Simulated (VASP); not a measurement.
# Al (P6_3/mmc) in VASP: a series of runs

Runs on Al. Level: PBE. Tasks: single point, relaxation of cell and atoms.

Everything below comes from runs of VASP 6.6.1. Logs are shortened: lines on timing, memory, paths and dates and some standing lists are left out, and cuts for length are marked.

## 1. The cell of the first run

It takes space group P6_3/mmc (No. 194, hexagonal). The conventional cell has a = 2.813 Å, b = 2.813 Å, c = 4.870 Å, α = 90.00°, β = 90.00°, γ = 120.00°. Al (site symmetry -6m2) has 12 Al at 2.81 to 2.93 Å within 3.7 Å.

This isn't the form of Al at room conditions, which is fcc.

## 2. Single point, PBE

INCAR reads:

```
SYSTEM = Al
ALGO = Normal
EDIFF = 1E-6
ENCUT = 500
GGA = PE
GGA_COMPAT = .FALSE.
ISIF = 2
ISMEAR = 1
LASPH = .TRUE.
LCHARG = .TRUE.
LELF = .TRUE.
LREAL = .FALSE.
LVHAR = .TRUE.
LWAVE = .FALSE.
NBANDS = 10
NELM = 120
PREC = Accurate
SIGMA = 0.1
```

KPOINTS reads:

```
k-points
0
G
  9 9 5
  0 0 0
```

POSCAR reads:

```
Al
1.0
    2.8132671533      0.0000000000      0.0000000000
   -1.4066335767      2.4363608224      0.0000000000
    0.0000000000      0.0000000000      4.8696081723
Al
2
Direct
    0.3333333333      0.6666666667      0.2500000000
    0.6666666667      0.3333333333      0.7500000000
```

Potentials or basis: VASP PAW PBE potentials, release 64 (Al).

Run with:

```
$ cat potpaw_PBE.64/Al/POTCAR > POTCAR
$ mpirun -np 1 vasp_std > vasp.out
```

OUTCAR:

```text
SYSTEM = Al
   EDIFF = 1E-6
   ENCUT = 500
   GGA = PE
   ISIF = 2
   ISMEAR = 1
   LASPH = .TRUE.
   LREAL = .FALSE.
   NELM = 120
   PREC = Accurate

 ion  position               nearest neighbor table
   1  0.333  0.667  0.250-   2 2.93   2 2.93   2 2.93   2 2.93   2 2.93   2 2.93
   2  0.667  0.333  0.750-   1 2.93   1 2.93   1 2.93   1 2.93   1 2.93   1 2.93

  LATTYP: Found a hexagonal cell.
 ALAT       =     2.8132671533
 C/A-ratio  =     1.7309440970

  Lattice vectors:

 A1 = (   2.8132671533,   0.0000000000,   0.0000000000)
 A2 = (  -1.4066335767,   2.4363608224,   0.0000000000)
 A3 = (   0.0000000000,   0.0000000000,   4.8696081723)

Analysis of symmetry for initial positions (statically):
=====================================================================
 Subroutine PRICEL returns:
 Original cell was already a primitive cell.

 Routine SETGRP: Setting up the symmetry group for a
 hexagonal supercell.

 Subroutine GETGRP returns: Found 24 space group operations
 (whereof 12 operations were pure point group operations)
 out of a pool of 24 trial point group operations.

The static configuration has the point symmetry D_3d.
 The point group associated with its full space group is D_6h.

Analysis of symmetry for dynamics (positions and initial velocities):
=====================================================================
 Subroutine PRICEL returns:
 Original cell was already a primitive cell.

 Routine SETGRP: Setting up the symmetry group for a
 hexagonal supercell.

 Subroutine GETGRP returns: Found 24 space group operations
 (whereof 12 operations were pure point group operations)
 out of a pool of 24 trial point group operations.

The dynamic configuration has the point symmetry D_3d.
 The point group associated with its full space group is D_6h.

 Subroutine INISYM returns: Found 24 space group operations
 (whereof 12 operations are pure point group operations),
 and found     1 'primitive' translations

----------------------------------------------------------------------------------------

                                     Primitive cell

  volume of cell :      33.3769

  direct lattice vectors                    reciprocal lattice vectors
     2.813267153  0.000000000  0.000000000     0.355458599  0.205224118  0.000000000
    -1.406633577  2.436360822  0.000000000     0.000000000  0.410448235  0.000000000
     0.000000000  0.000000000  4.869608172     0.000000000  0.000000000  0.205355331

  length of vectors
     2.813267153  2.813267153  4.869608172     0.410448235  0.410448235  0.205355331

  position of ions in fractional coordinates (direct lattice)
     0.333333333  0.666666667  0.250000000
     0.666666667  0.333333333  0.750000000

  ion indices of the primitive-cell ions
   primitive index   ion index
                 1           1
                 2           2

----------------------------------------------------------------------------------------

 KPOINTS: k-points

Automatic generation of k-mesh.
 Grid dimensions read from file:
 generate k-points for:    9    9    5

 Generating k-lattice:

  Cartesian coordinates                     Fractional coordinates (reciprocal lattice)
     0.039495400  0.022802680  0.000000000     0.111111111  0.000000000  0.000000000
     0.000000000  0.045605359  0.000000000     0.000000000  0.111111111  0.000000000
     0.000000000  0.000000000  0.041071066     0.000000000  0.000000000  0.200000000

  Length of vectors
     0.045605359  0.045605359  0.041071066

  Shift w.r.t. Gamma in fractional coordinates (k-lattice)
     0.000000000  0.000000000  0.000000000

 Subroutine IBZKPT returns following result:
 ===========================================

 Found     36 irreducible k-points:

 Following reciprocal coordinates:
            Coordinates               Weight
  0.000000  0.000000  0.000000      1.000000
  0.111111  0.000000  0.000000      6.000000
  0.222222  0.000000  0.000000      6.000000
  0.333333  0.000000  0.000000      6.000000
  0.444444  0.000000  0.000000      6.000000
  0.111111  0.111111  0.000000      6.000000
[... 16 lines left out ...]
  0.333333  0.222222  0.200000     24.000000
  0.333333  0.333333  0.200000      4.000000
 [... further k-points ...]
   k-points           NKPTS =     36   k-points in BZ     NKDIM =     36   number of bands    NBANDS=     10
   number of dos      NEDOS =    301   number of ions     NIONS =      2
   total plane-waves  NPLWV =  20736
   dimension x,y,z NGX =    24 NGY =   24 NGZ =   36
   dimension x,y,z NGXF=    48 NGYF=   48 NGZF=   72
   ions per type =               2
   NGX,Y,Z   is equivalent  to a cutoff of  14.18, 14.18, 12.29 a.u.
   NGXF,Y,Z  is equivalent  to a cutoff of  28.36, 28.36, 24.58 a.u.
 SYSTEM =  Al
   PREC   = accura    normal or accurate (medium, high low for compatibility)
   ISTART =      0    job   : 0-new  1-cont  2-samecut
   ICHARG =      2    charge: 1-file 2-atom 10-const
   ISPIN  =      1    spin polarized calculation?
   LNONCOLLINEAR =      F non collinear calculations
   LSORBIT =      F    spin-orbit coupling
   LASPH  =      T    aspherical Exc in radial PAW
   ENCUT  =  500.0 eV  36.75 Ry    6.06 a.u.   5.13  5.13  8.88*2*pi/ulx,y,z
   NELM   =    120;   NELMIN=  2; NELMDL= -5     # of ELM steps
   EDIFF  = 0.1E-05   stopping-criterion for ELM
   LREAL  =      F    real-space projection
   EDIFFG = 0.1E-04   stopping-criterion for IOM
   NSW    =      0    number of steps for IOM
   IBRION =     -1    ionic relax: 0-MD 1-quasi-New 2-CG
   NFREE  =      0    steps in history (QN), initial steepest desc. (CG)
   ISIF   =      2    stress and relaxation
   ISYM   =      2    0-nonsym 1-usesym 2-fastsym
   POTIM  = 0.5000    time-step for ionic-motion
   TEBEG  =    0.0;   TEEND  =   0.0 temperature during run
   PSTRESS=    0.0 pullay stress
   NELECT =       6.0000    total number of electrons
   NUPDOWN=      -1.0000    fix difference up-down
   EMIN   =  10.00;   EMAX   =-10.00  energy-range for DOS
   EFERMI =   0.00;   METHOD = LEGACY
   ISMEAR =     1;   SIGMA  =   0.10  broadening in eV -4-tet -1-fermi 0-gaus
   EFERMI_NEDOS =   21; number of points for ismear=-14 and -15
   IALGO  =     38    algorithm
   IMIX   =      4    mixing-type and parameters
     AMIX     =   0.40;   BMIX     =  1.00
     AMIX_MAG =   1.60;   BMIX_MAG =  1.00
  volume/ion in A,a.u.               =      16.69       112.62
  Fermi-wavevector in a.u.,A,eV,Ry     =   0.923938  1.745991 11.614781  0.853662
  Thomas-Fermi vector in A             =   2.049630
   LORBIT       =      0    0 simple, 1 ext, 2 COOP (PROOUT), +10 PAW based schemes
   GGA     = PE    functional components
   LHFCALC =     F    Hartree Fock is set to
   AEXX    =    0.0000 exact exchange contribution
   IVDW    =     0    specifies the selected vdW correction
   LEPSILON=     F    determine dielectric tensor
   LRPA    =     F    only Hartree local field effects (RPA)
 non-spin polarized calculation
 Methfessel and Paxton  Order N= 1 SIGMA  =   0.10
  energy-cutoff  :      500.00
  volume of cell :       33.38
 maximum number of plane-waves:       855
 NGX is ok and might be reduce to    24
   NGX = 11   NGY = 11   NGZ = 17

 number of electron       6.0000000 magnetization

 Free energy of the ion-electron system (eV)
  ---------------------------------------------------
  ext. energy  EPLUGINS =         0.00000000
  ---------------------------------------------------
  free energy    TOTEN  =        -7.44867951 eV

  energy without entropy =       -7.44763776  energy(sigma->0) =       -7.44833226

 E-fermi :   7.9742     XC(G=0): -10.1550

 val. band max:        7.7269544196   @ k =   0.3333   0.0000   0.0000
 cond. band min:       7.9919787929   @ k =   0.3333   0.2222   0.2000
 fundamental gap:      0.2650243733
 Fermi energy:         7.9742153406

 k-point     1 :       0.0000    0.0000    0.0000
  band No.  band energies     occupation
      1      -3.1788      2.00000
      2       2.8147      2.00000
      3       3.0550      2.00000
      4      19.0252      0.00000
      5      19.3101      0.00000
      6      19.3101      0.00000
      7      19.5370      0.00000
      8      19.5370      0.00000
      9      20.2393      0.00000
     10      22.5886      0.00000

 k-point     2 :       0.1111    0.0000    0.0000
  band No.  band energies     occupation
      1      -2.8712      2.00000
      2       3.1159      2.00000
      3       3.3425      2.00000
      4      15.4573      0.00000
      5      17.3228      0.00000
      6      18.3764      0.00000
      7      19.7598      0.00000
      8      20.3113      0.00000
      9      21.3687      0.00000
     10      21.5232      0.00000

 k-point     3 :       0.2222    0.0000    0.0000
  band No.  band energies     occupation
      1      -1.9526      2.00000
      2       4.0063      2.00000
      3       4.2050      2.00000
      4      11.3414      0.00000
      5      15.7535      0.00000
      6      16.2081      0.00000
      7      17.1409      0.00000
      8      17.6380      0.00000
      9      20.6349      0.00000
     10      21.0174      0.00000

 k-point     4 :       0.3333    0.0000    0.0000
  band No.  band energies     occupation
      1      -0.4354      2.00000
      2       5.3886      2.00000
      3       5.6405      2.00000
      4       7.7270      2.00262
      5      13.1025      0.00000
      6      13.4715      0.00000
      7      14.7101      0.00000
      8      16.3543      0.00000
      9      19.7177      0.00000
     10      20.4264      0.00000
[... 222 lines left out ...]
 k-point    22 :       0.2222    0.2222    0.2000
  band No.  band energies     occupation
      1       0.7097      2.00000
      2       4.2832      2.00000
      3       8.3101     -0.00002
      4       8.5957     -0.00000
      5       9.3899     -0.00000
      6      12.2110      0.00000
      7      12.4366      0.00000
      8      16.6181      0.00000
      9      17.0129      0.00000
     10      19.6535      0.00000

 k-point    23 :       0.3333    0.2222    0.2000
  band No.  band energies     occupation
      1       2.7830      2.00000
      2       5.2925      2.00000
      3       6.4490      2.00000
      4       7.9920      0.70454
      5       9.0708     -0.00000
      6      10.9676      0.00000
      7      12.0113      0.00000
      8      13.9210      0.00000
      9      16.3022      0.00000
     10      21.3641      0.00000

 k-point    24 :       0.3333    0.3333    0.2000
  band No.  band energies     occupation
      1       5.0364      2.00000
      2       5.0364      2.00000
      3       5.1977      2.00000
      4       8.5840     -0.00000
      5       8.8625     -0.00000
      6       8.8625     -0.00000
      7      13.5384      0.00000
      8      13.5384      0.00000
      9      13.7168      0.00000
     10      23.3832      0.00000

 [... further k-points ...]

------------------------ aborting loop because EDIFF is reached ----------------------------------------

  FORCE on cell =-STRESS in cart. coord.  units (eV):
  Direction    XX          YY          ZZ          XY          YZ          ZX
  --------------------------------------------------------------------------------------
  -------------------------------------------------------------------------------------
  Total       -0.0008626     -0.0008626     -0.0191375      0.0000000     -0.0000000      0.0000000
  in kB       -0.0414085     -0.0414085     -0.9186472      0.0000000     -0.0000000      0.0000000
  external PRESSURE =      -0.3338214 kB  Pullay stress =       0.0000000 kB

 VOLUME and BASIS-vectors are now :
 -----------------------------------------------------------------------------
  energy-cutoff  :      500.00
  volume of cell :       33.38
      direct lattice vectors                 reciprocal lattice vectors
     2.813267153  0.000000000  0.000000000     0.355458599  0.205224118  0.000000000
    -1.406633577  2.436360822  0.000000000     0.000000000  0.410448235  0.000000000
     0.000000000  0.000000000  4.869608172     0.000000000  0.000000000  0.205355331

 POSITION                                       TOTAL-FORCE (eV/Angst)
 -----------------------------------------------------------------------------------
     -0.00000      1.62424      1.21740         0.000000     -0.000000      0.000000
      1.40663      0.81212      3.65221        -0.000000      0.000000      0.000000
 -----------------------------------------------------------------------------------
    total drift:                               -0.000000      0.000000     -0.000000

  FREE ENERGIE OF THE ION-ELECTRON SYSTEM (eV)
  ---------------------------------------------------
  free  energy   TOTEN  =        -7.4486795127 eV

  energy  without entropy=       -7.4476377628  energy(sigma->0) =       -7.44833226
```

Run time: 7.9 s. Hardware: 1 thread of Intel Xeon Platinum 8259CL at 2.50GHz (Skylake/Cascade Lake), shared host; peak memory 0.14 GiB.

What came out:

```yaml
Free_energy: -7.4487 eV
Pressure: 0.0 GPa
Band_gap_on_the_k_mesh: zero (bands 3 and 4 overlap by 4.66 eV)
```

(Part 1 of 2 ends here.)
